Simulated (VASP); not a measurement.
# CuB2 (P4/mmm) in VASP: a series of runs, part 2 of 2

VASP 6.6.1. Earlier steps stand in the parts before.

### 3 Single point, PBE

This run uses another cell than the first one, of 8.82 Å³/atom, 1.020 times its volume.

The input, INCAR:

```
PREC = Accurate ; ENCUT = 520
EDIFF = 1E-6 ; ISMEAR = 0
SIGMA = 0.1 ; LREAL = F
LASPH = T ; NELM = 80
ALGO = Normal ; ISIF = 2
LWAVE = F ; LCHARG = F
GGA = PE ; NBANDS = 16
```

The input, KPOINTS:

```
Automatic mesh
0
Gamma
  8 8 4
```

The input, POSCAR:

```
CuB2
1.0
    2.3404999000      0.0000000000      0.0000000000
    0.0000000000      2.3404999000      0.0000000000
    0.0000000000      0.0000000000      4.8290387900
Cu B
1 2
Direct
    0.0000000000      0.0000000000      0.0000000000
    0.5000000000      0.5000000000      0.2949999900
    0.5000000000      0.5000000000      0.7050000100
```

Potentials or basis: VASP PAW PBE potentials, release 64 (Cu, B).

Run with:

```bash
> cat potpaw_PBE.64/Cu/POTCAR potpaw_PBE.64/B/POTCAR > POTCAR
> mpirun -np 1 vasp_std > vasp.out
```

OUTCAR:

```text
PREC = Accurate
   ENCUT = 520
   EDIFF = 1E-6
   ISMEAR = 0
   LREAL = F
   LASPH = T
   NELM = 80
   ISIF = 2
   GGA = PE

 ion  position               nearest neighbor table
   1  0.000  0.000  0.000-   2 2.18   3 2.18   2 2.18   3 2.18   2 2.18   3 2.18   2 2.18   3 2.18

   2  0.500  0.500  0.295-   3 1.98   1 2.18   1 2.18   1 2.18   1 2.18
   3  0.500  0.500  0.705-   2 1.98   1 2.18   1 2.18   1 2.18   1 2.18

  LATTYP: Found a simple tetragonal cell.
 ALAT       =     2.3404999000
 C/A-ratio  =     2.0632510132

  Lattice vectors:

 A1 = (   2.3404999000,   0.0000000000,   0.0000000000)
 A2 = (   0.0000000000,   2.3404999000,   0.0000000000)
 A3 = (   0.0000000000,   0.0000000000,   4.8290387900)

Analysis of symmetry for initial positions (statically):
=====================================================================
 Subroutine PRICEL returns:
 Original cell was already a primitive cell.

 Routine SETGRP: Setting up the symmetry group for a
 simple tetragonal supercell.

 Subroutine GETGRP returns: Found 16 space group operations
 (whereof 16 operations were pure point group operations)
[... 163 lines left out ...]
  free energy    TOTEN  =       -14.42590414 eV

  energy without entropy =      -14.42444046  energy(sigma->0) =      -14.42517230

 E-fermi :   7.6692     XC(G=0): -12.3165

 val. band max:        7.5144596403   @ k =   0.5000   0.5000   0.5000
 cond. band min:       7.7161813242   @ k =   0.5000   0.3750   0.2500
 fundamental gap:      0.2017216838
 Fermi energy:         7.6692103770

 k-point     1 :       0.0000    0.0000    0.0000
  band No.  band energies     occupation
      1      -6.1896      2.00000
      2      -1.1741      2.00000
      3      -0.6303      2.00000
      4       1.4095      2.00000
      5       3.3676      2.00000
      6       3.3676      2.00000
[... 433 lines left out ...]
      3       0.2350      2.00000
      4       2.1905      2.00000
      5       2.6517      2.00000
      6       2.8798      2.00000
[... 8 lines left out ...]
     15      21.8277      0.00000
     16      23.2929      0.00000

 [... further k-points ...]
[... 5 lines left out ...]
  --------------------------------------------------------------------------------------
  -------------------------------------------------------------------------------------
  Total        1.0663303      1.0663303     -4.2803454      0.0000000     -0.0000000      0.0000000
  in kB       64.5839174     64.5839174   -259.2456312      0.0000000     -0.0000000      0.0000000
  external PRESSURE =     -43.3592655 kB  Pullay stress =       0.0000000 kB

 VOLUME and BASIS-vectors are now :
 -----------------------------------------------------------------------------
  energy-cutoff  :      520.00
  volume of cell :       26.45
      direct lattice vectors                 reciprocal lattice vectors
     2.340499900  0.000000000  0.000000000     0.427259151  0.000000000  0.000000000
     0.000000000  2.340499900  0.000000000     0.000000000  0.427259151  0.000000000
     0.000000000  0.000000000  4.829038790     0.000000000  0.000000000  0.207080548

 POSITION                                       TOTAL-FORCE (eV/Angst)
 -----------------------------------------------------------------------------------
      0.00000      0.00000      0.00000         0.000000      0.000000      0.000000
      1.17025      1.17025      1.42457         0.000000     -0.000000      2.571317
      1.17025      1.17025      3.40447         0.000000      0.000000     -2.571317
 -----------------------------------------------------------------------------------
    total drift:                                0.000000      0.000000      0.000000

  FREE ENERGIE OF THE ION-ELECTRON SYSTEM (eV)
  ---------------------------------------------------
  free  energy   TOTEN  =       -14.4259041435 eV

  energy  without entropy=      -14.4244404593  energy(sigma->0) =      -14.42517230
```

It took 16 s on 1 thread of Intel Xeon Platinum 8259CL at 2.50GHz (Skylake/Cascade Lake), shared host; peak memory 0.14 GiB.

Results:

| Quantity | Value |
| --- | --- |
| Free energy | -14.4259 eV |
| Pressure | -4.3 GPa |
| Largest force | 2.571 eV/Å |

Forces on the atoms (eV/Å):
```
Cu   0.000  0.000  0.000
B    0.000  0.000  2.571
B    0.000  0.000 -2.571
```

Stress tensor (GPa, compression positive):
```
  6.46   0.00   0.00
  0.00   6.46   0.00
  0.00   0.00 -25.92
```

Levels at points of the mesh, in eV from the Fermi level:
```csv
k point,band 4,band 5,band 6,band 7,band 8,band 9,band 10,band 11,band 12,band 13
"(0.00, 0.00, 0.00)",-6.26,-4.30,-4.30,-4.28,-3.61,5.92,5.92,6.51,8.90,8.90
"(0.50, 0.00, 0.00)",-5.59,-4.61,-4.02,-3.62,-3.54,-2.57,0.51,4.74,8.56,9.79
"(0.50, 0.50, 0.00)",-4.32,-3.42,-3.42,-2.92,-1.22,1.93,2.24,2.24,2.98,5.65
"(0.00, 0.00, 0.50)",-5.97,-4.31,-4.31,-3.61,-3.02,2.63,7.08,7.08,7.32,7.32
"(0.50, 0.00, 0.50)",-5.84,-5.31,-4.60,-4.31,-4.02,-1.86,2.94,5.58,8.43,9.43
"(0.50, 0.50, 0.50)",-4.27,-2.92,-2.06,-2.06,-1.49,-0.15,-0.15,2.37,3.15,5.75
```

Caveat: forces of over 1 eV/Å act on the atoms, so gaps and moduli don't describe the material at rest.

### 4 Relaxation of cell and atoms, PBE

This run uses another cell than the first one, of 8.82 Å³/atom, 1.020 times its volume.

The input, INCAR:

```
ALGO = Normal ; EDIFF = 1E-7
EDIFFG = -0.04 ; ENCUT = 600
GGA = PE ; IBRION = 2
ISIF = 3 ; ISMEAR = 0
LASPH = True ; LCHARG = False
LREAL = False ; LWAVE = False
NELM = 100 ; NSW = 90
PREC = Accurate ; SIGMA = 0.1
```

The input, KPOINTS:

```
k-points
0
Gamma
  8 8 4
```

POSCAR is that of step 3.

Potentials or basis: VASP PAW PBE potentials, release 64 (Cu, B).

Run with:

```bash
> cat potpaw_PBE.64/Cu/POTCAR potpaw_PBE.64/B/POTCAR > POTCAR
> mpirun -np 1 vasp_std > vasp.out
```

OUTCAR:

```text
EDIFF = 1E-7
   EDIFFG = -0.04
   ENCUT = 600
   GGA = PE
   IBRION = 2
   ISIF = 3
   ISMEAR = 0
   LASPH = True
   LREAL = False
   NELM = 100
   NSW = 90
   PREC = Accurate

 ion  position               nearest neighbor table
   1  0.000  0.000  0.000-   2 2.18   3 2.18   2 2.18   3 2.18   2 2.18   3 2.18   2 2.18   3 2.18

   2  0.500  0.500  0.295-   3 1.98   1 2.18   1 2.18   1 2.18   1 2.18
   3  0.500  0.500  0.705-   2 1.98   1 2.18   1 2.18   1 2.18   1 2.18

  LATTYP: Found a simple tetragonal cell.
 ALAT       =     2.3404999000
 C/A-ratio  =     2.0632510132

  Lattice vectors:

 A1 = (   2.3404999000,   0.0000000000,   0.0000000000)
 A2 = (   0.0000000000,   2.3404999000,   0.0000000000)
 A3 = (   0.0000000000,   0.0000000000,   4.8290387900)

Analysis of symmetry for initial positions (statically):
=====================================================================
 Subroutine PRICEL returns:
 Original cell was already a primitive cell.
[... 488 lines left out ...]
  band No.  band energies     occupation
      1      -6.0054      2.00000
      2      -0.5596      2.00000
      3      -0.1110      2.00000
      4       1.8339      2.00000
      5       3.6350      2.00000
      6       3.6482      2.00000
      7       3.6482      2.00000
      8       4.2503      2.00000
      9      12.7620      0.00000
     10      12.7620      0.00000
     11      17.2799      0.00000
     12      17.2799      0.00000
[... 331 lines left out ...]
 k-point    24 :       0.5000    0.1250    0.2500
  band No.  band energies     occupation
      1      -0.6464      2.00000
      2       0.4669      2.00000
      3       0.6686      2.00000
      4       2.4746      2.00000
      5       2.7594      2.00000
      6       3.1464      2.00000
      7       4.1540      2.00000
      8       4.4640      2.00000
      9       6.1875      2.00000
     10       9.5427      0.00000
     11      13.6535      0.00000
     12      14.4920      0.00000

 [... further k-points ...]
[... 5 lines left out ...]
  --------------------------------------------------------------------------------------
  -------------------------------------------------------------------------------------
  Total       -0.0372766     -0.0372766      0.0309395      0.0000000      0.0000000      0.0000000
  in kB       -2.2988591     -2.2988591      1.9080457      0.0000000      0.0000000      0.0000000
  external PRESSURE =      -0.8965575 kB  Pullay stress =       0.0000000 kB
[... 18 lines left out ...]
  FREE ENERGIE OF THE ION-ELECTRON SYSTEM (eV)
  ---------------------------------------------------
  free  energy   TOTEN  =       -14.9052853468 eV

  energy  without entropy=      -14.8993365821  energy(sigma->0) =      -14.90231096

 reached required accuracy - stopping structural energy minimisation
```

Wall time 85 s (1 thread of Intel Xeon Platinum 8259CL at 2.50GHz (Skylake/Cascade Lake), shared host); peak memory 0.16 GiB.

Results:

| Item | Value |
| --- | --- |
| Free energy | -14.9053 eV |
| Relaxed volume | 8.66 Å³/atom |
| Relaxed cell | a = 2.386 Å, b = 2.386 Å, c = 4.562 Å, α = 90.00°, β = 90.00°, γ = 90.00° |
| Space group after relaxing (to 0.05 Å) | P4/mmm (No. 123) |
| Energy gained by relaxing | 159.3 meV/atom |
| Ionic steps | 9 |
| Pressure after relaxing | -0.1 GPa |
| Largest force after relaxing | 0.020 eV/Å |

Forces on the atoms (eV/Å):
```
Cu   0.000  0.000  0.000
B    0.000  0.000  0.020
B    0.000  0.000 -0.020
```

Step by step:
| step | energy change (eV) | largest force (eV/Å) | pressure (GPa) | volume (Å³) |
| --- | --- | --- | --- | --- |
| 1 | 0.0000 | 2.5707 | -4.27 | 26.45 |
| 2 | -0.4559 | 0.7780 | 5.24 | 25.50 |
| 3 | -0.4724 | 0.3400 | 2.07 | 25.66 |
| 4 | -0.4742 | 0.1378 | 2.72 | 25.63 |
| 5 | -0.4740 | 0.0281 | 3.02 | 25.61 |
| 6 | -0.4765 | 0.1237 | -1.28 | 26.16 |
| 7 | -0.4775 | 0.0696 | 0.21 | 25.96 |
| 8 | -0.4775 | 0.1056 | -0.33 | 26.00 |
| 9 | -0.4778 | 0.0202 | -0.09 | 25.98 |

Final structure:
```
Cu B
1.0
     2.38633    0.00000    0.00000
     0.00000    2.38633    0.00000
     0.00000    0.00000    4.56220
Cu B
1 2
Direct
  0.00000 0.00000 0.00000
  0.50000 0.50000 0.31817
  0.50000 0.50000 0.68183
```

Levels at points of the mesh, in eV from the Fermi level:
```
           k point  band 6  band 7  band 8  band 9  band 10  band 11
(0.00, 0.00, 0.00)   -4.06   -4.06   -3.46    5.05     5.05     9.57
(0.50, 0.00, 0.00)   -4.15   -3.82   -2.58   -2.37     0.95     4.73
(0.50, 0.50, 0.00)   -3.71   -2.99   -2.83    2.03     2.78     3.19
(0.00, 0.00, 0.50)   -4.09   -3.46   -2.71    5.32     6.02     6.02
(0.50, 0.00, 0.50)   -4.86   -4.35   -3.82   -1.56     2.81     7.32
(0.50, 0.50, 0.50)   -2.83   -1.28   -1.28   -0.73    -0.73     2.29
```

### 5 The runs side by side

| task | cell | cutoff (eV) | gap on the mesh (eV) | pressure (GPa) | largest force (eV/Å) |
| --- | --- | --- | --- | --- | --- |
| single point | a = 2.386, b = 2.386, c = 4.556 Å, 3 atoms | 520 | none | 0.0 | 0.06 |
| single point | a = 2.340, b = 2.340, c = 4.829 Å, 3 atoms | 520 | none | -4.3 | 2.57 |
| relaxation of cell and atoms | relaxed from a = 2.340, b = 2.340, c = 4.829 Å, 3 atoms | 600 | none | -0.1 | 0.02 |

Alike in all rows: level PBE; potentials or basis VASP PAW PBE potentials, release 64 (Cu, B); no spin polarisation; k mesh 8 × 8 × 4; smearing gaussian 0.1 eV.

Caveats: forces of over 1 eV/Å act on the atoms, so gaps and moduli don't describe the material at rest (some runs).

Absolute energies hang on the potentials; compare differences alone.
